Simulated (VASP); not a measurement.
# FeO (Fm-3m) in VASP: settings compared

FeO is run at these levels: PBE+U, LDA+U; tasks: band structure, single point.

Everything below comes from runs of VASP 6.6.1. Logs are shortened: lines on timing, memory, paths and dates and some standing lists are left out, and cuts for length are marked.

### 1 The cell of the first run

The structure is cubic, space group Fm-3m (No. 225). The conventional cell has a = 4.311 Å, b = 4.311 Å, c = 4.311 Å, α = 90.00°, β = 90.00°, γ = 90.00°. Within 2.9 Å of Fe (site symmetry m-3m) lie 6 O at 2.16 Å. O (site symmetry m-3m) has 6 Fe at 2.16 Å within 2.9 Å.

### 2 Band structure, PBE+U, collinear spin, ferromagnetic start

INCAR

```
SYSTEM = FeO
ALGO = Normal ; EDIFF = 1E-6
ENCUT = 460 ; GGA = PE
GGA_COMPAT = .False. ; ISMEAR = 0
ISPIN = 2 ; KPAR = 2
LASPH = .True. ; LCHARG = .False.
LDAU = .True. ; LDAUJ = 0 0
LDAUL = 2 -1 ; LDAUTYPE = 2
LDAUU = 6 0 ; LMAXMIX = 4
LORBIT = 11 ; LREAL = .False.
LWAVE = .False. ; MAGMOM = 3 0
NBANDS = 25 ; NELM = 200
PREC = Accurate ; SIGMA = 0.07
```

KPOINTS

```
Automatic mesh
0
Gamma
  12 12 12
  0 0 0
```

KPOINTS_OPT

```
path GXWKGLUWLK,UX
12
line-mode
reciprocal
 0.0000000000  0.0000000000  0.0000000000  G
 0.5000000000  0.0000000000  0.5000000000  X

 0.5000000000  0.0000000000  0.5000000000  X
 0.5000000000  0.2500000000  0.7500000000  W

 0.5000000000  0.2500000000  0.7500000000  W
 0.3750000000  0.3750000000  0.7500000000  K

 0.3750000000  0.3750000000  0.7500000000  K
 0.0000000000  0.0000000000  0.0000000000  G

 0.0000000000  0.0000000000  0.0000000000  G
 0.5000000000  0.5000000000  0.5000000000  L

 0.5000000000  0.5000000000  0.5000000000  L
 0.6250000000  0.2500000000  0.6250000000  U

 0.6250000000  0.2500000000  0.6250000000  U
 0.5000000000  0.2500000000  0.7500000000  W

 0.5000000000  0.2500000000  0.7500000000  W
 0.5000000000  0.5000000000  0.5000000000  L

 0.5000000000  0.5000000000  0.5000000000  L
 0.3750000000  0.3750000000  0.7500000000  K

 0.6250000000  0.2500000000  0.6250000000  U
 0.5000000000  0.0000000000  0.5000000000  X
```

POSCAR

```
FeO
1.0
    0.0000000000      2.1554000000      2.1554000000
    2.1554000000      0.0000000000      2.1554000000
    2.1554000000      2.1554000000      0.0000000000
Fe O
1 1
Direct
    0.0000000000      0.0000000000      0.0000000000
    0.5000000000      0.5000000000      0.5000000000
```

Potentials or basis: VASP PAW PBE potentials, release 64 (Fe, O).

On the command line:

```console
$ cat potpaw_PBE.64/Fe/POTCAR potpaw_PBE.64/O/POTCAR > POTCAR
$ mpirun -np 2 vasp_std > vasp.out
```

OUTCAR:

```text
SYSTEM = FeO
   EDIFF = 1E-6
   ENCUT = 460
   GGA = PE
   ISMEAR = 0
   ISPIN = 2
   LASPH = .True.
   LORBIT = 11
   LREAL = .False.
   NELM = 200
   PREC = Accurate

 Found     72 irreducible k-points:

 Following reciprocal coordinates:
            Coordinates               Weight
  0.000000  0.000000  0.000000      1.000000
  0.083333  0.000000  0.000000      8.000000
  0.166667  0.000000  0.000000      8.000000
  0.250000  0.000000  0.000000      8.000000
  0.333333  0.000000  0.000000      8.000000
  0.416667  0.000000  0.000000      8.000000
   k-points           NKPTS =     72   k-points in BZ     NKDIM =     72   number of bands    NBANDS=     25
   number of dos      NEDOS =    301   number of ions     NIONS =      2
   total plane-waves  NPLWV =  13824
   dimension x,y,z NGX =    24 NGY =   24 NGZ =   24
   dimension x,y,z NGXF=    48 NGYF=   48 NGZF=   48
   ions per type =               1   1
   NGX,Y,Z   is equivalent  to a cutoff of  13.09, 13.09, 13.09 a.u.
   NGXF,Y,Z  is equivalent  to a cutoff of  26.18, 26.18, 26.18 a.u.
 SYSTEM =  FeO
   PREC   = accura    normal or accurate (medium, high low for compatibility)
   ISTART =      0    job   : 0-new  1-cont  2-samecut
   ICHARG =      2    charge: 1-file 2-atom 10-const
   ISPIN  =      2    spin polarized calculation?
   LNONCOLLINEAR =      F non collinear calculations
   LSORBIT =      F    spin-orbit coupling
   LASPH  =      T    aspherical Exc in radial PAW
   ENCUT  =  460.0 eV  33.81 Ry    5.81 a.u.   5.33  5.33  5.33*2*pi/ulx,y,z
   NELM   =    200;   NELMIN=  2; NELMDL= -5     # of ELM steps
   EDIFF  = 0.1E-05   stopping-criterion for ELM
   LREAL  =      F    real-space projection
[... 7 lines left out ...]
   TEBEG  =    0.0;   TEEND  =   0.0 temperature during run

   SCALEE = 1.0000    scale energy and forces
   PSTRESS=    0.0 pullay stress
   NELECT =      14.0000    total number of electrons
   NUPDOWN=      -1.0000    fix difference up-down
   EMIN   =  10.00;   EMAX   =-10.00  energy-range for DOS
   EFERMI =   0.00;   METHOD = LEGACY
   ISMEAR =     0;   SIGMA  =   0.07  broadening in eV -4-tet -1-fermi 0-gaus
   EFERMI_NEDOS =   21; number of points for ismear=-14 and -15
   IALGO  =     38    algorithm
   IMIX   =      4    mixing-type and parameters
     AMIX     =   0.40;   BMIX     =  1.00
     AMIX_MAG =   1.60;   BMIX_MAG =  1.00
  volume/ion in A,a.u.               =      10.01        67.57
  Fermi-wavevector in a.u.,A,eV,Ry     =   1.452935  2.745650 28.722187  2.111021
  Thomas-Fermi vector in A             =   2.570260
   LORBIT       =     11    0 simple, 1 ext, 2 COOP (PROOUT), +10 PAW based schemes
 LDA+U is selected, type is set to LDAUTYPE =  2
   angular momentum for each species LDAUL =     2   -1
   U (eV)           for each species LDAUU =   6.0  0.0
   J (eV)           for each species LDAUJ =   0.0  0.0
   GGA     = PE    functional components
   LHFCALC =     F    Hartree Fock is set to
   AEXX    =    0.0000 exact exchange contribution
   IVDW    =     0    specifies the selected vdW correction
   LEPSILON=     F    determine dielectric tensor
   LRPA    =     F    only Hartree local field effects (RPA)

   CSHIFT  =0.1000    complex shift for real part using Kramers Kronig

   OMEGAMAX=  -1.0    maximum frequency
 spin polarized calculation
 Gauss-broadening in eV      SIGMA  =   0.07
  energy-cutoff  :      460.00
  volume of cell :       20.03
 maximum number of plane-waves:       464
 NGX is ok and might be reduce to    24
   NGX = 11   NGY = 11   NGZ = 11

 number of electron      13.9999999 magnetization       4.0077722

 Free energy of the ion-electron system (eV)
  ---------------------------------------------------
  ext. energy  EPLUGINS =         0.00000000
  ---------------------------------------------------
  free energy    TOTEN  =       -12.09644033 eV

  energy without entropy =      -12.09281283  energy(sigma->0) =      -12.09462658

 E-fermi :   6.9508     XC(G=0): -12.1483

 val. band max:        6.9443870541   @ k =   0.1667   0.1667   0.0000
 cond. band min:       6.9543154538   @ k =  -0.2500   0.1667   0.0000
 fundamental gap:      0.0099283997
 Fermi energy:         6.9507627945

 spin component 1

 k-point     1 :       0.0000    0.0000    0.0000
  band No.  band energies     occupation
      1     -14.2260      1.00000
      2      -1.0084      1.00000
      3      -1.0084      1.00000
      4      -0.7690      1.00000
      5      -0.7690      1.00000
      6      -0.7690      1.00000
[... 11 lines left out ...]
     18      26.7278      0.00000
     19      26.7278      0.00000
[... 89 lines left out ...]
 k-point     6 :       0.4167    0.0000    0.0000
  band No.  band energies     occupation
      1     -13.1116      1.00000
      2      -2.9923      1.00000
      3      -2.4368      1.00000
      4      -2.4368      1.00000
      5      -0.1720      1.00000
      6      -0.1720      1.00000
[... 11 lines left out ...]
     18      32.9006      0.00000
     19      32.9006      0.00000

 [... further k-points ...]

 spin component 2

 k-point     1 :       0.0000    0.0000    0.0000
  band No.  band energies     occupation
      1     -13.9130      1.00000
      2       3.0521      1.00000
      3       3.0521      1.00000
      4       3.0521      1.00000
      5       6.2513      1.00000
      6       6.2518      1.00000
[... 11 lines left out ...]
     18      32.7753      0.00000
     19      32.7754      0.00000
[... 89 lines left out ...]
 k-point     6 :       0.4167    0.0000    0.0000
  band No.  band energies     occupation
      1     -12.8081      1.00000
      2      -1.4185      1.00000
      3       1.7309      1.00000
      4       1.7310      1.00000
      5       7.3405      0.00000
      6       7.3410      0.00000
[... 11 lines left out ...]
     18      34.0957      0.00000
     19      34.0957      0.00000

 [... further k-points ...]

 [bands above 19 left out]

------------------------ aborting loop because EDIFF is reached ----------------------------------------

  FORCE on cell =-STRESS in cart. coord.  units (eV):
  Direction    XX          YY          ZZ          XY          YZ          ZX
  --------------------------------------------------------------------------------------
  -------------------------------------------------------------------------------------
  Total       -0.2390946     -0.2390946     -0.2390946     -0.0000000      0.0000000      0.0000000
  in kB      -19.1278711    -19.1278711    -19.1278711     -0.0000000      0.0000000      0.0000000
  external PRESSURE =     -19.1278711 kB  Pullay stress =       0.0000000 kB

 VOLUME and BASIS-vectors are now :
 -----------------------------------------------------------------------------
  energy-cutoff  :      460.00
  volume of cell :       20.03
      direct lattice vectors                 reciprocal lattice vectors
     0.000000000  2.155400000  2.155400000    -0.231975503  0.231975503  0.231975503
     2.155400000  0.000000000  2.155400000     0.231975503 -0.231975503  0.231975503
     2.155400000  2.155400000  0.000000000     0.231975503  0.231975503 -0.231975503

 POSITION                                       TOTAL-FORCE (eV/Angst)
 -----------------------------------------------------------------------------------
      0.00000      0.00000      0.00000         0.000000      0.000000      0.000000
      2.15540      2.15540      2.15540        -0.000000     -0.000000     -0.000000
 -----------------------------------------------------------------------------------
    total drift:                                0.000000     -0.000000      0.000000

  FREE ENERGIE OF THE ION-ELECTRON SYSTEM (eV)
  ---------------------------------------------------
  free  energy   TOTEN  =       -12.0964403254 eV

  energy  without entropy=      -12.0928128316  energy(sigma->0) =      -12.09462658

 total charge

# of ion       s       p       d       tot
------------------------------------------
    1        0.296   0.370   6.082   6.748
    2        1.560   3.468   0.000   5.028
--------------------------------------------------
tot          1.855   3.838   6.082  11.776

 magnetization (x)

# of ion       s       p       d       tot
------------------------------------------
    1        0.027   0.020   3.863   3.909
    2        0.019   0.146   0.000   0.164
--------------------------------------------------
tot          0.045   0.166   3.863   4.074
```

Wall time 41 s (2 MPI ranks of Intel Xeon Platinum 8488C (Sapphire Rapids), shared host); peak memory 0.2 GiB.

Results:

* Free energy: -12.0964 eV
* Pressure: -1.9 GPa
* Band gap along the path: zero within the smearing
* Net moment: 4.01 μB per cell
* Site moments: Fe +3.91; O +0.16 μB
* Valence electrons inside the program's atomic spheres: Fe 6.75; O 5.03

Levels at the corners of the path, in eV from the Fermi level:
Spin up:
```tsv
point	band 6	band 7	band 8	band 9	band 10	band 11	band 12	band 13
Γ	-7.72	-4.21	-4.21	-4.21	-0.55	14.12	14.12	14.12
X	-6.81	-6.81	-5.42	-5.42	4.43	8.23	8.27	14.05
X	-6.81	-6.81	-5.42	-5.42	4.43	8.23	8.27	14.05
W	-6.81	-5.70	-5.70	-4.25	6.66	7.98	7.98	10.92
W	-6.81	-5.70	-5.70	-4.25	6.66	7.98	7.98	10.92
K	-6.92	-5.90	-5.33	-3.92	5.97	7.47	8.06	13.39
K	-6.92	-5.90	-5.33	-3.92	5.97	7.47	8.06	13.39
Γ	-7.72	-4.21	-4.21	-4.21	-0.55	14.12	14.12	14.12
Γ	-7.72	-4.21	-4.21	-4.21	-0.55	14.12	14.12	14.12
L	-7.08	-5.61	-2.47	-2.47	3.43	7.73	11.77	11.77
L	-7.08	-5.61	-2.47	-2.47	3.43	7.73	11.77	11.77
U	-6.92	-5.90	-5.33	-3.92	5.97	7.47	8.06	13.39
U	-6.92	-5.90	-5.33	-3.92	5.97	7.47	8.06	13.39
W	-6.81	-5.70	-5.70	-4.25	6.66	7.98	7.98	10.92
W	-6.81	-5.70	-5.70	-4.25	6.66	7.98	7.98	10.92
L	-7.08	-5.61	-2.47	-2.47	3.43	7.73	11.77	11.77
L	-7.08	-5.61	-2.47	-2.47	3.43	7.73	11.77	11.77
K	-6.92	-5.90	-5.33	-3.92	5.97	7.47	8.06	13.39
U	-6.92	-5.90	-5.33	-3.92	5.97	7.47	8.06	13.39
X	-6.81	-6.81	-5.42	-5.42	4.43	8.23	8.27	14.05
```
Spin down:
| point | band 2 | band 3 | band 4 | band 5 | band 6 | band 7 | band 8 | band 9 |
| --- | --- | --- | --- | --- | --- | --- | --- | --- |
| Γ | -3.90 | -3.90 | -3.90 | -0.70 | -0.70 | -0.70 | 0.12 | 1.54 |
| X | -7.58 | -5.09 | -5.09 | -2.16 | 0.80 | 0.80 | 2.13 | 2.39 |
| X | -7.58 | -5.09 | -5.09 | -2.16 | 0.80 | 0.80 | 2.13 | 2.39 |
| W | -6.73 | -6.73 | -5.91 | -0.08 | -0.08 | 0.80 | 2.37 | 2.95 |
| W | -6.73 | -6.73 | -5.91 | -0.08 | -0.08 | 0.80 | 2.37 | 2.95 |
| K | -7.16 | -6.68 | -5.24 | -0.85 | 0.62 | 0.68 | 2.53 | 2.92 |
| K | -7.16 | -6.68 | -5.24 | -0.85 | 0.62 | 0.68 | 2.53 | 2.92 |
| Γ | -3.90 | -3.90 | -3.90 | -0.70 | -0.70 | -0.70 | 0.12 | 1.54 |
| Γ | -3.90 | -3.90 | -3.90 | -0.70 | -0.70 | -0.70 | 0.12 | 1.54 |
| L | -8.61 | -5.29 | -5.29 | 0.47 | 0.47 | 0.56 | 3.75 | 3.75 |
| L | -8.61 | -5.29 | -5.29 | 0.47 | 0.47 | 0.56 | 3.75 | 3.75 |
| U | -7.16 | -6.68 | -5.24 | -0.85 | 0.62 | 0.68 | 2.53 | 2.92 |
| U | -7.16 | -6.68 | -5.24 | -0.85 | 0.62 | 0.68 | 2.53 | 2.92 |
| W | -6.73 | -6.73 | -5.91 | -0.08 | -0.08 | 0.80 | 2.37 | 2.95 |
| W | -6.73 | -6.73 | -5.91 | -0.08 | -0.08 | 0.80 | 2.37 | 2.95 |
| L | -8.61 | -5.29 | -5.29 | 0.47 | 0.47 | 0.56 | 3.75 | 3.75 |
| L | -8.61 | -5.29 | -5.29 | 0.47 | 0.47 | 0.56 | 3.75 | 3.75 |
| K | -7.16 | -6.68 | -5.24 | -0.85 | 0.62 | 0.68 | 2.53 | 2.92 |
| U | -7.16 | -6.68 | -5.24 | -0.85 | 0.62 | 0.68 | 2.53 | 2.92 |
| X | -7.58 | -5.09 | -5.09 | -2.16 | 0.80 | 0.80 | 2.13 | 2.39 |

Caveat: the cutoff is under 1.25 times the usual one of these potentials, so pressure, stress and relaxed cells hold a basis-set (Pulay) error; a cell with one magnetic atom can't hold antiferromagnetic order, which such compounds often take. The state reached can hang on the start; a lower one may exist.

### 3 Band structure, PBE+U, collinear spin, ferromagnetic start

INCAR

```
SYSTEM = FeO
ALGO = Normal ; EDIFF = 1E-6
ENCUT = 640 ; GGA = PE
GGA_COMPAT = .False. ; ISMEAR = 0
ISPIN = 2 ; KPAR = 2
LASPH = .True. ; LCHARG = .False.
LDAU = .True. ; LDAUJ = 0 0
LDAUL = 2 -1 ; LDAUTYPE = 2
LDAUU = 6 0 ; LMAXMIX = 4
LORBIT = 11 ; LREAL = .False.
LWAVE = .False. ; MAGMOM = 3 0
NBANDS = 35 ; NELM = 200
PREC = Accurate ; SIGMA = 0.04
```

KPOINTS

```
Automatic mesh
0
Gamma
  25 25 25
  0 0 0
```

KPOINTS_OPT is that of step 2.

POSCAR is that of step 2.

Potentials or basis: VASP PAW PBE potentials, release 64 (Fe, O).

On the command line:

```console
$ cat potpaw_PBE.64/Fe/POTCAR potpaw_PBE.64/O/POTCAR > POTCAR
$ mpirun -np 2 vasp_std > vasp.out
```

Run time: 7.3 min. Hardware: 2 MPI ranks of Intel Xeon Platinum 8488C (Sapphire Rapids), shared host; peak memory 1 GiB.

The run converged. Its results:

```yaml
Free_energy: -12.0989 eV
Pressure: -1.5 GPa
Band_gap_along_the_path: zero within the smearing
Net_moment: 4.01 μB per cell
Site_moments: Fe +3.91; O +0.16 μB
Valence_electrons_inside_the_program's_atomic_spheres: Fe 6.75; O 5.02
```

Levels at the corners of the path, in eV from the Fermi level:
Spin up:
| point | band 7 | band 8 | band 9 | band 10 | band 11 | band 12 |
| --- | --- | --- | --- | --- | --- | --- |
| Γ | -4.22 | -4.22 | -4.22 | -0.56 | 14.10 | 14.10 |
| X | -6.82 | -5.43 | -5.43 | 4.42 | 8.22 | 8.25 |
| X | -6.82 | -5.43 | -5.43 | 4.42 | 8.22 | 8.25 |
| W | -5.71 | -5.71 | -4.26 | 6.65 | 7.96 | 7.96 |
| W | -5.71 | -5.71 | -4.26 | 6.65 | 7.96 | 7.96 |
| K | -5.91 | -5.34 | -3.93 | 5.96 | 7.46 | 8.05 |
| K | -5.91 | -5.34 | -3.93 | 5.96 | 7.46 | 8.05 |
| Γ | -4.22 | -4.22 | -4.22 | -0.56 | 14.10 | 14.10 |
| Γ | -4.22 | -4.22 | -4.22 | -0.56 | 14.10 | 14.10 |
| L | -5.63 | -2.48 | -2.48 | 3.42 | 7.72 | 11.77 |
| L | -5.63 | -2.48 | -2.48 | 3.42 | 7.72 | 11.77 |
| U | -5.91 | -5.34 | -3.93 | 5.96 | 7.46 | 8.05 |
| U | -5.91 | -5.34 | -3.93 | 5.96 | 7.46 | 8.05 |
| W | -5.71 | -5.71 | -4.26 | 6.65 | 7.96 | 7.96 |
| W | -5.71 | -5.71 | -4.26 | 6.65 | 7.96 | 7.96 |
| L | -5.63 | -2.48 | -2.48 | 3.42 | 7.72 | 11.77 |
| L | -5.63 | -2.48 | -2.48 | 3.42 | 7.72 | 11.77 |
| K | -5.91 | -5.34 | -3.93 | 5.96 | 7.46 | 8.05 |
| U | -5.91 | -5.34 | -3.93 | 5.96 | 7.46 | 8.05 |
| X | -6.82 | -5.43 | -5.43 | 4.42 | 8.22 | 8.25 |
Spin down:
```
point  band 2  band 3  band 4  band 5  band 6  band 7  band 8  band 9
    Γ   -3.91   -3.91   -3.91   -0.71   -0.71   -0.71    0.12    1.53
    X   -7.59   -5.09   -5.09   -2.17    0.79    0.79    2.12    2.38
    X   -7.59   -5.09   -5.09   -2.17    0.79    0.79    2.12    2.38
    W   -6.74   -6.74   -5.92   -0.09   -0.09    0.79    2.36    2.93
    W   -6.74   -6.74   -5.92   -0.09   -0.09    0.79    2.36    2.93
    K   -7.17   -6.68   -5.24   -0.86    0.61    0.67    2.52    2.91
    K   -7.17   -6.68   -5.24   -0.86    0.61    0.67    2.52    2.91
    Γ   -3.91   -3.91   -3.91   -0.71   -0.71   -0.71    0.12    1.53
    Γ   -3.91   -3.91   -3.91   -0.71   -0.71   -0.71    0.12    1.53
    L   -8.61   -5.30   -5.30    0.46    0.46    0.55    3.74    3.74
    L   -8.61   -5.30   -5.30    0.46    0.46    0.55    3.74    3.74
    U   -7.17   -6.68   -5.24   -0.86    0.61    0.67    2.52    2.91
    U   -7.17   -6.68   -5.24   -0.86    0.61    0.67    2.52    2.91
    W   -6.74   -6.74   -5.92   -0.09   -0.09    0.79    2.36    2.93
    W   -6.74   -6.74   -5.92   -0.09   -0.09    0.79    2.36    2.93
    L   -8.61   -5.30   -5.30    0.46    0.46    0.55    3.74    3.74
    L   -8.61   -5.30   -5.30    0.46    0.46    0.55    3.74    3.74
    K   -7.17   -6.68   -5.24   -0.86    0.61    0.67    2.52    2.91
    U   -7.17   -6.68   -5.24   -0.86    0.61    0.67    2.52    2.91
    X   -7.59   -5.09   -5.09   -2.17    0.79    0.79    2.12    2.38
```

Caveat: a cell with one magnetic atom can't hold antiferromagnetic order, which such compounds often take. The state reached can hang on the start; a lower one may exist.

(Continued in part 2 of 2.)
